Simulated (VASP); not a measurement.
# RuSeS in VASP: notebook, part 2 of 2

VASP 6.6.1.

**3. Single point, PBE, collinear spin, ferromagnetic start**

INCAR

```
ALGO = Normal
DIPOL = 0.5 0.5 0.498
EDIFF = 1E-7
ENCUT = 520
GGA = PE
IDIPOL = 3
ISIF = 2
ISMEAR = 0
ISPIN = 2
LASPH = T
LCHARG = T
LDIPOL = T
LELF = T
LMAXMIX = 4
LORBIT = 11
LREAL = F
LVACPOTAV = T
LVHAR = T
LWAVE = F
MAGMOM = 1 0 0
NBANDS = 24
NELM = 150
PREC = Accurate
SIGMA = 0.1
```

KPOINTS

```
k-points
0
Gamma
  6 6 1
```

POSCAR

```
RuSeS
1.0
    3.8148420600      0.0000000000      0.0000000000
   -1.9074210300      3.3037509700      0.0000000000
    0.0000000000      0.0000000000     18.0000000000
Ru Se S
1 1 1
Direct
    0.0000000000      0.0000000000      0.4950000000
    0.6666666700      0.3333333300      0.5878589500
    0.3333333300      0.6666666700      0.4121410500
```

Potentials or basis: VASP PAW PBE potentials, release 64 (Ru_pv, Se, S).

Run with:

```bash
$ cat potpaw_PBE.64/Ru_pv/POTCAR potpaw_PBE.64/Se/POTCAR potpaw_PBE.64/S/POTCAR > POTCAR
$ mpirun -np 1 vasp_std > vasp.out
```

OUTCAR:

```text
EDIFF = 1E-7
   ENCUT = 520
   GGA = PE
   ISIF = 2
   ISMEAR = 0
   ISPIN = 2
   LASPH = T
   LORBIT = 11
   LREAL = F
   NELM = 150
   PREC = Accurate

 ion  position               nearest neighbor table
   1  0.000  0.000  0.495-   3 2.66   3 2.66   3 2.66   2 2.76   2 2.76   2 2.76
   2  0.667  0.333  0.588-   1 2.76   1 2.76   1 2.76
   3  0.333  0.667  0.412-   1 2.66   1 2.66   1 2.66

  LATTYP: Found a hexagonal cell.
 ALAT       =     3.8148420600
 C/A-ratio  =     4.7184129033

  Lattice vectors:

 A1 = (   3.8148420600,   0.0000000000,   0.0000000000)
 A2 = (  -1.9074210300,   3.3037509700,   0.0000000000)
 A3 = (   0.0000000000,   0.0000000000,  18.0000000000)

Analysis of symmetry for initial positions (statically):
=====================================================================
 Subroutine PRICEL returns:
 Original cell was already a primitive cell.

 Routine SETGRP: Setting up the symmetry group for a
 hexagonal supercell.

 Subroutine GETGRP returns: Found  6 space group operations
 (whereof  6 operations were pure point group operations)
 out of a pool of 24 trial point group operations.

The static configuration has the point symmetry C_3v.

Analysis of symmetry for dynamics (positions and initial velocities):
=====================================================================
 Subroutine PRICEL returns:
 Original cell was already a primitive cell.

 Routine SETGRP: Setting up the symmetry group for a
 hexagonal supercell.

 Subroutine GETGRP returns: Found  6 space group operations
 (whereof  6 operations were pure point group operations)
 out of a pool of 24 trial point group operations.

The dynamic configuration has the point symmetry C_3v.

Analysis of structural, dynamic, and magnetic symmetry:
=====================================================================
 Subroutine PRICEL returns:
 Original cell was already a primitive cell.

 Routine SETGRP: Setting up the symmetry group for a
 hexagonal supercell.

 Subroutine GETGRP returns: Found  6 space group operations
 (whereof  6 operations were pure point group operations)
 out of a pool of 24 trial point group operations.

The overall configuration has the point symmetry C_3v.

 Subroutine INISYM returns: Found  6 space group operations
 (whereof  6 operations are pure point group operations),
 and found     1 'primitive' translations

----------------------------------------------------------------------------------------

                                     Primitive cell

  volume of cell :     226.8592

  direct lattice vectors                    reciprocal lattice vectors
     3.814842060  0.000000000  0.000000000     0.262134050  0.151343126  0.000000000
    -1.907421030  3.303750970  0.000000000     0.000000000  0.302686252  0.000000000
     0.000000000  0.000000000 18.000000000     0.000000000  0.000000000  0.055555556

  length of vectors
     3.814842060  3.814842783 18.000000000     0.302686310  0.302686252  0.055555556

  position of ions in fractional coordinates (direct lattice)
     0.000000000  0.000000000  0.495000000
     0.666666670  0.333333330  0.587858950
     0.333333330  0.666666670  0.412141050

  ion indices of the primitive-cell ions
   primitive index   ion index
                 1           1
                 2           2
[... 55 lines left out ...]
   EDIFF  = 0.1E-06   stopping-criterion for ELM
   LREAL  =      F    real-space projection
   EDIFFG = 0.1E-05   stopping-criterion for IOM
   NSW    =      0    number of steps for IOM
   IBRION =     -1    ionic relax: 0-MD 1-quasi-New 2-CG
   NFREE  =      0    steps in history (QN), initial steepest desc. (CG)
   ISIF   =      2    stress and relaxation
   ISYM   =      2    0-nonsym 1-usesym 2-fastsym
   POTIM  = 0.5000    time-step for ionic-motion
   TEBEG  =    0.0;   TEEND  =   0.0 temperature during run
   PSTRESS=    0.0 pullay stress
   NELECT =      26.0000    total number of electrons
   NUPDOWN=      -1.0000    fix difference up-down
   EMIN   =  10.00;   EMAX   =-10.00  energy-range for DOS
   EFERMI =   0.00;   METHOD = LEGACY
   ISMEAR =     0;   SIGMA  =   0.10  broadening in eV -4-tet -1-fermi 0-gaus
   EFERMI_NEDOS =   21; number of points for ismear=-14 and -15
   IALGO  =     38    algorithm
   IMIX   =      4    mixing-type and parameters
     AMIX     =   0.40;   BMIX     =  1.00
     AMIX_MAG =   1.60;   BMIX_MAG =  1.00
  volume/ion in A,a.u.               =      75.62       510.31
  Fermi-wavevector in a.u.,A,eV,Ry     =   0.795208  1.502724  8.603713  0.632355
  Thomas-Fermi vector in A             =   1.901490
   LORBIT       =     11    0 simple, 1 ext, 2 COOP (PROOUT), +10 PAW based schemes
   GGA     = PE    functional components
   LHFCALC =     F    Hartree Fock is set to
   AEXX    =    0.0000 exact exchange contribution
   IVDW    =     0    specifies the selected vdW correction
   LEPSILON=     F    determine dielectric tensor
   LRPA    =     F    only Hartree local field effects (RPA)
 spin polarized calculation
 Gauss-broadening in eV      SIGMA  =   0.10
  energy-cutoff  :      520.00
  volume of cell :      226.86
 maximum number of plane-waves:      6159
   NGX = 15   NGY = 15   NGZ = 67

 dipolmoment           0.000000      0.000000      0.000015 electrons x Angstroem

 number of electron      25.9999993 magnetization       1.9950886

 dipolmoment           0.000000      0.000000     -0.041782 electrons x Angstroem

 Free energy of the ion-electron system (eV)
  ---------------------------------------------------
  ext. energy  EPLUGINS =         0.00000000
  ---------------------------------------------------
  free energy    TOTEN  =       -15.77849214 eV

  energy without entropy =      -15.77012899  energy(sigma->0) =      -15.77431057

 E-fermi :  -2.8955     XC(G=0):  -3.6921

 val. band max:       -2.9311698529   @ k =   0.3333   0.3333   0.0000
 cond. band min:      -2.8703590509   @ k =   0.0000   0.0000   0.0000
 fundamental gap:      0.0608108020
 Fermi energy:        -2.8955001180

 spin component 1

 k-point     1 :       0.0000    0.0000    0.0000
  band No.  band energies     occupation
      1     -46.2375      1.00000
      2     -46.2375      1.00000
      3     -46.0301      1.00000
      4     -15.5592      1.00000
      5     -14.7582      1.00000
      6      -6.9055      1.00000
[... 178 lines left out ...]
     23       6.3721      0.00000
     24       6.9044      0.00000
 Fermi energy:        -2.8955001180

 spin component 2

 k-point     1 :       0.0000    0.0000    0.0000
  band No.  band energies     occupation
      1     -45.0068      1.00000
      2     -44.9978      1.00000
      3     -44.9978      1.00000
      4     -15.3953      1.00000
      5     -14.5920      1.00000
      6      -6.4885      1.00000
[... 178 lines left out ...]
     23       6.4649      0.00000
     24       6.9746      0.00000

------------------------ aborting loop because EDIFF is reached ----------------------------------------

  FORCE on cell =-STRESS in cart. coord.  units (eV):
  Direction    XX          YY          ZZ          XY          YZ          ZX
  --------------------------------------------------------------------------------------
  -------------------------------------------------------------------------------------
  Total       -8.6063161     -8.6063205     -7.3663553      0.0000000      0.0000000      0.0000000
  in kB      -60.7815129    -60.7815436    -52.0243752      0.0000000      0.0000000      0.0000000
  external PRESSURE =     -57.8624772 kB  Pullay stress =       0.0000000 kB

 VOLUME and BASIS-vectors are now :
 -----------------------------------------------------------------------------
  energy-cutoff  :      520.00
  volume of cell :      226.86
      direct lattice vectors                 reciprocal lattice vectors
     3.814842060  0.000000000  0.000000000     0.262134050  0.151343126  0.000000000
    -1.907421030  3.303750970  0.000000000     0.000000000  0.302686252  0.000000000
     0.000000000  0.000000000 18.000000000     0.000000000  0.000000000  0.055555556

 POSITION                                       TOTAL-FORCE (eV/Angst)
 -----------------------------------------------------------------------------------
      0.00000      0.00000      8.91000        -0.000000     -0.000000     -0.195423
      1.90742      1.10125     10.58146        -0.000000      0.000000     -2.231481
     -0.00000      2.20250      7.41854         0.000000     -0.000000      2.426904
 -----------------------------------------------------------------------------------
    total drift:                                0.000003     -0.000003      0.000323

  FREE ENERGIE OF THE ION-ELECTRON SYSTEM (eV)
  ---------------------------------------------------
  free  energy   TOTEN  =       -15.7784921442 eV

  energy  without entropy=      -15.7701289937  energy(sigma->0) =      -15.77431057

 vacuum level on the upper side and lower side of the slab         2.656         3.256

 total charge

# of ion       s       p       d       tot
------------------------------------------
    1        0.248   6.139   5.713  12.100
    2        1.484   2.160   0.023   3.668
    3        1.369   2.181   0.000   3.549
--------------------------------------------------
tot          3.101  10.480   5.736  19.318

 magnetization (x)

# of ion       s       p       d       tot
------------------------------------------
    1        0.017   0.019   1.502   1.538
    2        0.004   0.121  -0.000   0.124
    3        0.004   0.109   0.000   0.113
--------------------------------------------------
tot          0.024   0.249   1.502   1.775
```

OSZICAR:

```text
N       E                     dE             d eps       ncg     rms          rms(c)
DAV:   1     0.133350012281E+03    0.13335E+03   -0.11845E+04   824   0.814E+02
DAV:   2    -0.606585421591E+01   -0.13942E+03   -0.13475E+03   904   0.185E+02
[... 22 lines left out ...]
DAV:  25    -0.157784869384E+02   -0.84740E-05   -0.70909E-07   688   0.220E-03    0.348E-04
DAV:  26    -0.157784885580E+02   -0.16196E-05   -0.89027E-08   640   0.858E-04    0.198E-04
DAV:  27    -0.157784911344E+02   -0.25764E-05   -0.11757E-07   632   0.909E-04    0.179E-04
DAV:  28    -0.157784918676E+02   -0.73315E-06   -0.33219E-08   648   0.480E-04    0.103E-04
DAV:  29    -0.157784920998E+02   -0.23223E-06   -0.12496E-08   584   0.299E-04    0.758E-05
DAV:  30    -0.157784921442E+02   -0.44354E-07   -0.27853E-09   536   0.160E-04
   1 F= -.15778492E+02 E0= -.15774311E+02  d E =-.836315E-02  mag=     1.9951
```

It took 5.1 min on 1 thread of Oxide Virtual Turin-like, shared host; peak memory 0.4 GiB.

What came out:

```
Free energy                                           : -15.7785 eV
Largest force                                         : 2.427 eV/Å
Band gap on the k mesh                                : zero (filled and empty bands touch)
Net moment                                            : 2.00 μB per cell
Site moments                                          : Ru +1.54; Se +0.12; S +0.11 μB
Valence electrons inside the program's atomic spheres : Ru 12.10; Se 3.67; S 3.55
```

Forces in eV/Å, atoms in the order of the input:
```
Ru   0.000  0.000 -0.195
Se   0.000  0.000 -2.231
S    0.000  0.000  2.427
```

**4. Single point, PBE**

This run uses another cell than the first one, of 109.92 Å³/atom, 1.454 times its volume.

INCAR

```
  PREC = Accurate
  ENCUT = 520
  EDIFF = 1E-6
  ISMEAR = 0
  SIGMA = 0.1
  LREAL = False
  LASPH = True
  NELM = 100
  ALGO = Normal
  ISIF = 2
  LWAVE = False
  LCHARG = False
  LDIPOL = True
  IDIPOL = 3
  DIPOL = 0.5 0.5 0.298
  GGA = PE
  NBANDS = 20
```

KPOINTS

```
regular mesh
0
Gamma
  18 18 1
```

POSCAR

```
RuSeS
1.0
    3.5551655269      0.0000000000      0.0000000000
   -1.7775827635      3.0788636610      0.0000000000
    0.0000000000      0.0000000000     30.1258444000
Ru Se S
1 1 1
Direct
    0.0000000000      0.0000000000      0.2909201129
    0.6666666667      0.3333333333      0.3438759928
    0.3333333333      0.6666666667      0.2584568649
```

Potentials or basis: VASP PAW PBE potentials, release 64 (Ru_pv, Se, S).

Run with:

```bash
$ cat potpaw_PBE.64/Ru_pv/POTCAR potpaw_PBE.64/Se/POTCAR potpaw_PBE.64/S/POTCAR > POTCAR
$ mpirun -np 1 vasp_std > vasp.out
```

OUTCAR:

```text
PREC = Accurate
   ENCUT = 520
   EDIFF = 1E-6
   ISMEAR = 0
   LREAL = False
   LASPH = True
   NELM = 100
   ISIF = 2
   GGA = PE

 ion  position               nearest neighbor table
   1  0.000  0.000  0.291-   3 2.27   3 2.27   3 2.27   2 2.60   2 2.60   2 2.60
   2  0.667  0.333  0.344-   1 2.60   1 2.60   1 2.60
   3  0.333  0.667  0.258-   1 2.27   1 2.27   1 2.27

  LATTYP: Found a hexagonal cell.
 ALAT       =     3.5551655269
 C/A-ratio  =     8.4738232783

  Lattice vectors:

[... 749 lines left out ...]

  FORCE on cell =-STRESS in cart. coord.  units (eV):
  Direction    XX          YY          ZZ          XY          YZ          ZX
  --------------------------------------------------------------------------------------
  -------------------------------------------------------------------------------------
  Total       -0.0505845     -0.0505845     -0.0093951      0.0000000      0.0000000     -0.0000000
  in kB       -0.2457756     -0.2457756     -0.0456479      0.0000000      0.0000000     -0.0000000
  external PRESSURE =      -0.1790663 kB  Pullay stress =       0.0000000 kB

 VOLUME and BASIS-vectors are now :
 -----------------------------------------------------------------------------
  energy-cutoff  :      520.00
  volume of cell :      329.75
      direct lattice vectors                 reciprocal lattice vectors
     3.555165527  0.000000000  0.000000000     0.281280855  0.162397578  0.000000000
    -1.777582764  3.078863661  0.000000000     0.000000000  0.324795155  0.000000000
     0.000000000  0.000000000 30.125844400     0.000000000  0.000000000  0.033194090

 POSITION                                       TOTAL-FORCE (eV/Angst)
 -----------------------------------------------------------------------------------
      0.00000      0.00000      8.76421         0.000000      0.000000     -0.002024
      1.77758      1.02629     10.35955        -0.000000     -0.000000      0.004527
     -0.00000      2.05258      7.78623         0.000000     -0.000000     -0.002504
 -----------------------------------------------------------------------------------
    total drift:                               -0.000000      0.000000     -0.000175

  FREE ENERGIE OF THE ION-ELECTRON SYSTEM (eV)
  ---------------------------------------------------
  free  energy   TOTEN  =       -17.3591568240 eV

  energy  without entropy=      -17.3429248595  energy(sigma->0) =      -17.35104084

 vacuum level on the upper side and lower side of the slab         2.149         1.810
```

Run time: 14 min. Hardware: 1 thread of Oxide Virtual Turin-like, shared host; peak memory 0.59 GiB.

Results:

```
Free energy            : -17.3592 eV
Largest force          : 0.005 eV/Å
Band gap on the k mesh : zero (band 13 reaches -3.08 eV, above the bottom of band 14 at -3.76 eV)
```

Forces on the atoms (eV/Å):
```
Ru   0.000  0.000 -0.002
Se   0.000  0.000  0.005
S    0.000  0.000 -0.003
```

**5. Single point, PBE**

This run uses another cell than the first one, of 109.92 Å³/atom, 1.454 times its volume.

INCAR

```
SYSTEM = RuSeS
PREC = Accurate
ENCUT = 520
EDIFF = 1E-6
ISMEAR = 0
SIGMA = 0.1
LREAL = .FALSE.
LASPH = .TRUE.
NELM = 60
ALGO = Normal
ISIF = 2
LWAVE = .FALSE.
LCHARG = .FALSE.
LDIPOL = .TRUE.
IDIPOL = 3
DIPOL = 0.5 0.5 0.298
GGA = PE
NBANDS = 20
```

KPOINTS

```
regular mesh
0
G
  18 18 1
  0 0 0
```

POSCAR is that of step 4.

Run with:

```bash
$ cat potpaw_PBE.64/Ru_pv/POTCAR potpaw_PBE.64/Se/POTCAR potpaw_PBE.64/S/POTCAR > POTCAR
$ mpirun -np 1 vasp_std > vasp.out
```

Wall time 14 min (1 thread of Oxide Virtual Turin-like, shared host); peak memory 0.59 GiB.

The run converged. Its results:

```yaml
Free_energy: -17.3592 eV
Largest_force: 0.005 eV/Å
Band_gap_on_the_k_mesh: zero (band 13 reaches -3.08 eV, above the bottom of band 14 at -3.76 eV)
```

Forces in eV/Å, atoms in the order of the input:
```
Ru   0.000  0.000 -0.002
Se   0.000  0.000  0.005
S    0.000  0.000 -0.003
```

Levels at points of the mesh, in eV from the Fermi level:
```tsv
k point	band 9	band 10	band 11	band 12	band 13	band 14	band 15	band 16	band 17	band 18
(0.00, 0.00, 0.00)	-1.83	-1.83	-1.75	-0.05	-0.05	0.31	3.43	3.43	4.51	4.83
(0.50, 0.00, 0.00)	-3.68	-2.45	-1.99	-0.91	-0.91	-0.54	2.55	2.85	5.74	6.37
```

**6. Single point, PBE**

This run uses another cell than the first one, of 110.18 Å³/atom, 1.457 times its volume.

INCAR

```
SYSTEM = RuSeS
PREC = Accurate ; ENCUT = 520
EDIFF = 1E-6 ; ISMEAR = 0
SIGMA = 0.1 ; LREAL = .False.
LASPH = .True. ; NELM = 80
ALGO = Normal ; ISIF = 2
LWAVE = .False. ; LCHARG = .False.
LDIPOL = .True. ; IDIPOL = 3
DIPOL = 0.5 0.5 0.298 ; GGA = PE
NBANDS = 20
```

KPOINTS

```
Automatic mesh
0
Gamma
  18 18 1
  0 0 0
```

POSCAR

```
RuSeS
1.0
    3.5594391434      0.0000000000      0.0000000000
   -1.7797195717      3.0825647214      0.0000000000
    0.0000000000      0.0000000000     30.1258444000
Ru Se S
1 1 1
Direct
    0.0000000000      0.0000000000      0.2907400741
    0.6666666667      0.3333333333      0.3438636191
    0.3333333333      0.6666666667      0.2586492774
```

Potentials or basis: VASP PAW PBE potentials, release 64 (Ru_pv, Se, S).

Run with:

```bash
$ cat potpaw_PBE.64/Ru_pv/POTCAR potpaw_PBE.64/Se/POTCAR potpaw_PBE.64/S/POTCAR > POTCAR
$ mpirun -np 1 vasp_std > vasp.out
```

It took 13 min on 1 thread of Oxide Virtual Turin-like, shared host; peak memory 0.57 GiB.

The run converged. Its results:

| Quantity | Value |
| --- | --- |
| Free energy | -17.3588 eV |
| Largest force | 0.066 eV/Å |
| Band gap on the k mesh | zero (band 13 reaches -3.08 eV, above the bottom of band 14 at -3.75 eV) |

Forces in eV/Å, atoms in the order of the input:
```
Ru   0.000  0.000  0.066
Se   0.000  0.000 -0.032
S    0.000  0.000 -0.033
```

Levels at points of the mesh, in eV from the Fermi level:
| k point | band 9 | band 10 | band 11 | band 12 | band 13 | band 14 | band 15 | band 16 | band 17 | band 18 |
| --- | --- | --- | --- | --- | --- | --- | --- | --- | --- | --- |
| (0.00, 0.00, 0.00) | -1.84 | -1.84 | -1.75 | -0.04 | -0.04 | 0.32 | 3.44 | 3.44 | 4.49 | 4.82 |
| (0.50, 0.00, 0.00) | -3.67 | -2.46 | -2.00 | -0.92 | -0.92 | -0.53 | 2.51 | 2.83 | 5.73 | 6.37 |

**7. Single point, PBE, collinear spin, ferromagnetic start**

This run uses another cell than the first one, of 110.18 Å³/atom, 1.457 times its volume.

INCAR

```
SYSTEM = RuSeS
  PREC = Accurate
  ENCUT = 520
  EDIFF = 1E-6
  ISMEAR = 0
  SIGMA = 0.1
  LREAL = .FALSE.
  LASPH = .TRUE.
  NELM = 150
  ALGO = Normal
  ISIF = 2
  LWAVE = .FALSE.
  LCHARG = .TRUE.
  ISPIN = 2
  MAGMOM = 1 0 0
  LORBIT = 11
  LMAXMIX = 4
  LDIPOL = .TRUE.
  IDIPOL = 3
  DIPOL = 0.5 0.5 0.298
  GGA = PE
  LELF = .TRUE.
  LVHAR = .TRUE.
  LVACPOTAV = .TRUE.
  NBANDS = 24
```

KPOINTS

```
regular mesh
0
G
  6 6 1
  0 0 0
```

POSCAR is that of step 6.

Run with:

```bash
$ cat potpaw_PBE.64/Ru_pv/POTCAR potpaw_PBE.64/Se/POTCAR potpaw_PBE.64/S/POTCAR > POTCAR
$ mpirun -np 1 vasp_std > vasp.out
```

It took 10 min on 1 thread of Oxide Virtual Turin-like, shared host; peak memory 0.58 GiB.

The run converged. Its results:

```yaml
Free_energy: -17.3618 eV
Largest_force: 0.024 eV/Å
Band_gap_on_the_k_mesh: zero (filled and empty bands overlap)
Net_moment: 0.00 μB per cell
Valence_electrons_inside_the_program's_atomic_spheres: Ru 12.66; Se 3.75; S 3.67
Work_function_of_the_upper_face: 5.38 eV
Work_function_of_the_lower_face: 4.98 eV
```

Forces in eV/Å, atoms in the order of the input:
```
Ru   0.000  0.000  0.024
Se   0.000  0.000  0.000
S    0.000  0.000 -0.024
```

Levels at points of the mesh, in eV from the Fermi level:
Spin up:
| k point | band 11 | band 12 | band 13 | band 14 | band 15 | band 16 |
| --- | --- | --- | --- | --- | --- | --- |
| (0.00, 0.00, 0.00) | -1.77 | -0.05 | -0.05 | 0.29 | 3.41 | 3.41 |
| (0.50, 0.00, 0.00) | -2.02 | -0.96 | -0.95 | -0.57 | 2.49 | 2.81 |
Spin down:
```csv
k point,band 9,band 10,band 11,band 12,band 13,band 14,band 15,band 16,band 17,band 18
"(0.00, 0.00, 0.00)",-1.87,-1.87,-1.77,-0.05,-0.05,0.29,3.41,3.41,4.46,4.80
"(0.50, 0.00, 0.00)",-3.71,-2.48,-2.02,-0.96,-0.95,-0.57,2.49,2.81,5.72,6.35
```

**8. The runs side by side**

```tsv
spin	cell	k mesh	gap on the mesh (eV)	moment (μB)	largest force (eV/Å)
collinear, ferromagnetic start	a = 3.815, b = 3.815, c = 18.000 Å, angles 90.0, 90.0, 120.0°, 3 atoms	6 × 6 × 1	none	2.00	2.43
off	a = 3.555, b = 3.555, c = 30.126 Å, angles 90.0, 90.0, 120.0°, 3 atoms	18 × 18 × 1	none	-	-
off	a = 3.559, b = 3.559, c = 30.126 Å, angles 90.0, 90.0, 120.0°, 3 atoms	18 × 18 × 1	none	-	0.07
collinear, ferromagnetic start	a = 3.559, b = 3.559, c = 30.126 Å, angles 90.0, 90.0, 120.0°, 3 atoms	6 × 6 × 1	none	0.00	0.02
```

Alike in all rows: task single point; level PBE; potentials or basis VASP PAW PBE potentials, release 64 (Ru_pv, Se, S); cutoff (eV) 520; smearing gaussian 0.1 eV.

Total energies depend on the potentials used, so only differences within one code and one set of settings carry meaning.
